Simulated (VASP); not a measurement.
# Al3InSb4 (P-4m2) in VASP: relaxation of cell and atoms with PBE

Aim: the relaxation of cell and atoms of Al3InSb4 with PBE.

All numbers are computed with VASP 6.6.1; they aren't measurements. Logs are shortened: lines on timing, memory, paths and dates and some standing lists are left out, and cuts for length are marked.

**1. The cell of the first run**

The structure is tetragonal, space group P-4m2 (No. 115). The conventional cell has a = 4.492 Å, b = 4.492 Å, c = 12.520 Å, α = 90.00°, β = 90.00°, γ = 90.00°. Al (site symmetry 2mm) has 4 Sb at 2.70 to 2.71 Å within 3.6 Å. Al (site symmetry -4m2) has 4 Sb at 2.71 Å within 3.6 Å. In (site symmetry -4m2) has 4 Sb at 2.83 Å within 3.7 Å. Sb (site symmetry 2mm) has 4 Al at 2.71 Å within 3.6 Å. Within 3.6 Å of Sb (site symmetry 2mm) lie 2 Al at 2.70 Å and 2 In at 2.83 Å.

**2. Relaxation of cell and atoms, PBE**

Input file INCAR:

```
SYSTEM = Al3InSb4
PREC = Accurate
ENCUT = 500
EDIFF = 1E-7
ISMEAR = 0
SIGMA = 0.02
LREAL = .False.
LASPH = .True.
NELM = 120
ALGO = Normal
ISIF = 3
LWAVE = .False.
LCHARG = .False.
GGA = PE
IBRION = 2
NSW = 100
EDIFFG = -0.01
GGA_COMPAT = .False.
NELMIN = 4
```

Input file KPOINTS:

```
regular mesh
0
Gamma
  6 6 4
  0 0 0
```

Input file POSCAR:

```
Al3InSb4
1.0
    4.4916246494      0.0000000000      0.0000000000
    0.0000000000      4.4916246494      0.0000000000
    0.0000000000      0.0000000000     12.5203495036
Al In Sb
3 1 4
Direct
    0.0000000000      0.0000000000      0.7575753161
    0.5000000000      0.5000000000      0.0000000000
    0.0000000000      0.0000000000      0.2424246839
    0.5000000000      0.5000000000      0.5000000000
    0.5000000000      0.0000000000      0.1212077392
    0.0000000000      0.5000000000      0.3619590911
    0.5000000000      0.0000000000      0.6380409089
    0.0000000000      0.5000000000      0.8787922608
```

Potentials or basis: VASP PAW PBE potentials, release 64 (Al, In_d, Sb).

Command:

```console
cat potpaw_PBE.64/Al/POTCAR potpaw_PBE.64/In_d/POTCAR potpaw_PBE.64/Sb/POTCAR > POTCAR
mpirun -np 1 vasp_std > vasp.out
```

OUTCAR:

```text
SYSTEM = Al3InSb4
   PREC = Accurate
   ENCUT = 500
   EDIFF = 1E-7
   ISMEAR = 0
   LREAL = .False.
   LASPH = .True.
   NELM = 120
   ISIF = 3
   GGA = PE
   IBRION = 2
   NSW = 100
   EDIFFG = -0.01
   NELMIN = 4

 ion  position               nearest neighbor table
   1  0.000  0.000  0.758-   7 2.70   7 2.70   8 2.71   8 2.71
   2  0.500  0.500  0.000-   5 2.71   8 2.71   5 2.71   8 2.71
   3  0.000  0.000  0.242-   6 2.70   6 2.70   5 2.71   5 2.71
   4  0.500  0.500  0.500-   6 2.83   7 2.83   7 2.83   6 2.83
   5  0.500  0.000  0.121-   2 2.71   2 2.71   3 2.71   3 2.71
   6  0.000  0.500  0.362-   3 2.70   3 2.70   4 2.83   4 2.83
   7  0.500  0.000  0.638-   1 2.70   1 2.70   4 2.83   4 2.83
   8  0.000  0.500  0.879-   2 2.71   2 2.71   1 2.71   1 2.71

  LATTYP: Found a simple tetragonal cell.
 ALAT       =     4.4916246494
 C/A-ratio  =     2.7874879316

  Lattice vectors:

 A1 = (   4.4916246494,   0.0000000000,   0.0000000000)
 A2 = (   0.0000000000,   4.4916246494,   0.0000000000)
 A3 = (   0.0000000000,   0.0000000000,  12.5203495036)

Analysis of symmetry for initial positions (statically):
=====================================================================
 Subroutine PRICEL returns:
 Original cell was already a primitive cell.

 Routine SETGRP: Setting up the symmetry group for a
 simple tetragonal supercell.

 Subroutine GETGRP returns: Found  8 space group operations
 (whereof  8 operations were pure point group operations)
 out of a pool of 16 trial point group operations.

The static configuration has the point symmetry D_2d.

Analysis of symmetry for dynamics (positions and initial velocities):
=====================================================================
 Subroutine PRICEL returns:
 Original cell was already a primitive cell.

 Routine SETGRP: Setting up the symmetry group for a
 simple tetragonal supercell.

 Subroutine GETGRP returns: Found  8 space group operations
 (whereof  8 operations were pure point group operations)
 out of a pool of 16 trial point group operations.

The dynamic configuration has the point symmetry D_2d.

 Subroutine INISYM returns: Found  8 space group operations
 (whereof  8 operations are pure point group operations),
 and found     1 'primitive' translations

----------------------------------------------------------------------------------------

                                     Primitive cell

  volume of cell :     252.5942

  direct lattice vectors                    reciprocal lattice vectors
     4.491624649  0.000000000  0.000000000     0.222636591  0.000000000  0.000000000
     0.000000000  4.491624649  0.000000000     0.000000000  0.222636591  0.000000000
     0.000000000  0.000000000 12.520349504     0.000000000  0.000000000  0.079869975

  length of vectors
     4.491624649  4.491624649 12.520349504     0.222636591  0.222636591  0.079869975

  position of ions in fractional coordinates (direct lattice)
     0.000000000  0.000000000  0.757575316
     0.500000000  0.500000000  0.000000000
     0.000000000  0.000000000  0.242424684
     0.500000000  0.500000000  0.500000000
     0.500000000  0.000000000  0.121207739
     0.000000000  0.500000000  0.361959091
     0.500000000  0.000000000  0.638040909
     0.000000000  0.500000000  0.878792261

  ion indices of the primitive-cell ions
   primitive index   ion index
                 1           1
                 2           2
                 3           3
                 4           4
                 5           5
                 6           6
                 7           7
                 8           8

----------------------------------------------------------------------------------------

 KPOINTS: regular mesh

Automatic generation of k-mesh.
 Grid dimensions read from file:
 generate k-points for:    6    6    4

 Generating k-lattice:

  Cartesian coordinates                     Fractional coordinates (reciprocal lattice)
     0.037106099  0.000000000  0.000000000     0.166666667  0.000000000  0.000000000
     0.000000000  0.037106099  0.000000000     0.000000000  0.166666667  0.000000000
     0.000000000  0.000000000  0.019967494     0.000000000  0.000000000  0.250000000

  Length of vectors
     0.037106099  0.037106099  0.019967494

  Shift w.r.t. Gamma in fractional coordinates (k-lattice)
     0.000000000  0.000000000  0.000000000

 Subroutine IBZKPT returns following result:
 ===========================================

 Found     30 irreducible k-points:

 Following reciprocal coordinates:
            Coordinates               Weight
  0.000000  0.000000  0.000000      1.000000
  0.166667  0.000000  0.000000      4.000000
  0.333333  0.000000  0.000000      4.000000
  0.500000  0.000000  0.000000      2.000000
  0.166667  0.166667  0.000000      4.000000
  0.333333  0.166667  0.000000      8.000000
[... 16 lines left out ...]
  0.333333  0.000000  0.500000      4.000000
  0.500000  0.000000  0.500000      2.000000
 [... further k-points ...]
   k-points           NKPTS =     30   k-points in BZ     NKDIM =     30   number of bands    NBANDS=     26
   number of dos      NEDOS =    301   number of ions     NIONS =      8
   total plane-waves  NPLWV = 124416
   dimension x,y,z NGX =    36 NGY =   36 NGZ =   96
   dimension x,y,z NGXF=    72 NGYF=   72 NGZF=  192
   ions per type =               3   1   4
   NGX,Y,Z   is equivalent  to a cutoff of  13.32, 13.32, 12.75 a.u.
   NGXF,Y,Z  is equivalent  to a cutoff of  26.65, 26.65, 25.49 a.u.
 SYSTEM =  Al3InSb4
   PREC   = accura    normal or accurate (medium, high low for compatibility)
   ISTART =      0    job   : 0-new  1-cont  2-samecut
   ICHARG =      2    charge: 1-file 2-atom 10-const
   ISPIN  =      1    spin polarized calculation?
   LNONCOLLINEAR =      F non collinear calculations
   LSORBIT =      F    spin-orbit coupling
   LASPH  =      T    aspherical Exc in radial PAW
   ENCUT  =  500.0 eV  36.75 Ry    6.06 a.u.   8.19  8.19 22.83*2*pi/ulx,y,z
   NELM   =    120;   NELMIN=  4; NELMDL= -5     # of ELM steps
   EDIFF  = 0.1E-06   stopping-criterion for ELM
   LREAL  =      F    real-space projection
   EDIFFG = -.1E-01   stopping-criterion for IOM
   NSW    =    100    number of steps for IOM
   IBRION =      2    ionic relax: 0-MD 1-quasi-New 2-CG
   NFREE  =      1    steps in history (QN), initial steepest desc. (CG)
   ISIF   =      3    stress and relaxation
   ISYM   =      2    0-nonsym 1-usesym 2-fastsym
   POTIM  = 0.5000    time-step for ionic-motion
   TEBEG  =    0.0;   TEEND  =   0.0 temperature during run
   PSTRESS=    0.0 pullay stress
   NELECT =      42.0000    total number of electrons
   NUPDOWN=      -1.0000    fix difference up-down
   EMIN   =  10.00;   EMAX   =-10.00  energy-range for DOS
   EFERMI =   0.00;   METHOD = LEGACY
   ISMEAR =     0;   SIGMA  =   0.02  broadening in eV -4-tet -1-fermi 0-gaus
   EFERMI_NEDOS =   21; number of points for ismear=-14 and -15
   IALGO  =     38    algorithm
   IMIX   =      4    mixing-type and parameters
     AMIX     =   0.40;   BMIX     =  1.00
     AMIX_MAG =   1.60;   BMIX_MAG =  1.00
  volume/ion in A,a.u.               =      31.57       213.07
  Fermi-wavevector in a.u.,A,eV,Ry     =   0.900223  1.701175 11.026183  0.810402
  Thomas-Fermi vector in A             =   2.023154
   LORBIT       =      0    0 simple, 1 ext, 2 COOP (PROOUT), +10 PAW based schemes
   GGA     = PE    functional components
   LHFCALC =     F    Hartree Fock is set to
   AEXX    =    0.0000 exact exchange contribution
   IVDW    =     0    specifies the selected vdW correction
   LEPSILON=     F    determine dielectric tensor
   LRPA    =     F    only Hartree local field effects (RPA)
 conjugate gradient relaxation of ions
 non-spin polarized calculation
 Gauss-broadening in eV      SIGMA  =   0.02
  energy-cutoff  :      500.00
  volume of cell :      252.59
 maximum number of plane-waves:      6457
 NGX is ok and might be reduce to    36
   NGX = 17   NGY = 17   NGZ = 45

--------------------------------------- Ionic step        1  -------------------------------------------

 number of electron      42.0000008 magnetization

 Free energy of the ion-electron system (eV)
  ---------------------------------------------------
  ext. energy  EPLUGINS =         0.00000000
  ---------------------------------------------------
  free energy    TOTEN  =       -31.50647011 eV

  energy without entropy =      -31.50647011  energy(sigma->0) =      -31.50647011

------------------------ aborting loop because EDIFF is reached ----------------------------------------

  FORCE on cell =-STRESS in cart. coord.  units (eV):
  Direction    XX          YY          ZZ          XY          YZ          ZX
  --------------------------------------------------------------------------------------
  -------------------------------------------------------------------------------------
  Total       -0.0044006     -0.0044006      0.7493540      0.0000000     -0.0000000      0.0000000
  in kB       -0.0279125     -0.0279125      4.7530706      0.0000000     -0.0000000      0.0000000
  external PRESSURE =       1.5657485 kB  Pullay stress =       0.0000000 kB
[... 237 lines left out ...]
  energy  without entropy=      -31.5105269221  energy(sigma->0) =      -31.51052692

--------------------------------------- Ionic step        7  -------------------------------------------

 number of electron      42.0000009 magnetization

 Free energy of the ion-electron system (eV)
  ---------------------------------------------------
  ext. energy  EPLUGINS =         0.00000000
  ---------------------------------------------------
  free energy    TOTEN  =       -31.51056865 eV

  energy without entropy =      -31.51056865  energy(sigma->0) =      -31.51056865

 E-fermi :   4.5454     XC(G=0):  -8.4683

 val. band max:        4.4569809181   @ k =   0.0000   0.0000   0.0000
 cond. band min:       5.1700947825   @ k =   0.0000   0.0000   0.0000
 fundamental gap:      0.7131138643
 Fermi energy:         4.5454009765

 k-point     1 :       0.0000    0.0000    0.0000
  band No.  band energies     occupation
      1      -9.9371      2.00000
      2      -9.8738      2.00000
      3      -9.8738      2.00000
      4      -9.8236      2.00000
      5      -9.8230      2.00000
      6      -6.0236      2.00000
[... 685 lines left out ...]
     25       6.3031      0.00000
     26       7.9279      0.00000

 [... further k-points ...]

------------------------ aborting loop because EDIFF is reached ----------------------------------------

  FORCE on cell =-STRESS in cart. coord.  units (eV):
  Direction    XX          YY          ZZ          XY          YZ          ZX
  --------------------------------------------------------------------------------------
  -------------------------------------------------------------------------------------
  Total        0.0107573      0.0107573      0.0109978      0.0000000     -0.0000000      0.0000000
  in kB        0.0680016      0.0680016      0.0695219      0.0000000     -0.0000000      0.0000000
  external PRESSURE =       0.0685084 kB  Pullay stress =       0.0000000 kB
[... 23 lines left out ...]
  FREE ENERGIE OF THE ION-ELECTRON SYSTEM (eV)
  ---------------------------------------------------
  free  energy   TOTEN  =       -31.5105686455 eV

  energy  without entropy=      -31.5105686455  energy(sigma->0) =      -31.51056865

 reached required accuracy - stopping structural energy minimisation
```

Wall time 6.9 min (1 thread of Intel Xeon 6975P-C (Granite Rapids), shared host); peak memory 0.48 GiB.

What came out:

```yaml
Free_energy: -31.5106 eV
Relaxed_volume: 31.68 Å³/atom
Relaxed_cell: a = 4.476 Å, b = 4.476 Å, c = 12.649 Å, α = 90.00°, β = 90.00°, γ = 90.00°
Space_group_after_relaxing_to_0.1_Å: P-4m2 (No. 115)
Energy_gained_by_relaxing: 0.5 meV/atom
Ionic_steps: 7
Pressure_after_relaxing: 0.0 GPa
Largest_force_after_relaxing: 0.006 eV/Å
Band_gap_on_the_k_mesh: 0.71 eV
```

Forces in eV/Å, atoms in the order of the input:
```
Al   0.000  0.000 -0.006
Al   0.000  0.000  0.000
Al   0.000  0.000  0.006
In   0.000  0.000  0.000
Sb   0.000  0.000  0.004
Sb   0.000  0.000  0.002
Sb   0.000  0.000 -0.002
Sb   0.000  0.000 -0.004
```

Step by step:
```tsv
step	energy change (eV)	largest force (eV/Å)	pressure (GPa)	volume (Å³)
1	0.0000	0.0359	0.16	252.59
2	-0.0024	0.0233	-0.05	253.72
3	-0.0027	0.0145	-0.18	254.49
4	-0.0040	0.0130	-0.05	253.79
5	-0.0041	0.0139	-0.03	253.67
6	-0.0041	0.0140	-0.03	253.65
7	-0.0041	0.0064	0.01	253.45
```

Final structure:
```yaml
crystal:
  lattice:
    - [4.47627, 0.00000, 0.00000]
    - [0.00000, 4.47627, 0.00000]
    - [0.00000, 0.00000, 12.64919]
  atoms:
    - { symbol: Al, position: [0.00000, 0.00000, 0.75753] }
    - { symbol: Al, position: [0.50000, 0.50000, 0.00000] }
    - { symbol: Al, position: [0.00000, 0.00000, 0.24247] }
    - { symbol: In, position: [0.50000, 0.50000, 0.50000] }
    - { symbol: Sb, position: [0.50000, 0.00000, 0.12115] }
    - { symbol: Sb, position: [0.00000, 0.50000, 0.36236] }
    - { symbol: Sb, position: [0.50000, 0.00000, 0.63764] }
    - { symbol: Sb, position: [0.00000, 0.50000, 0.87885] }
```

Caveat: semilocal functionals underestimate gaps, and a narrow one can read as zero; spin-orbit coupling is left out, which moves the levels of the heavy elements.
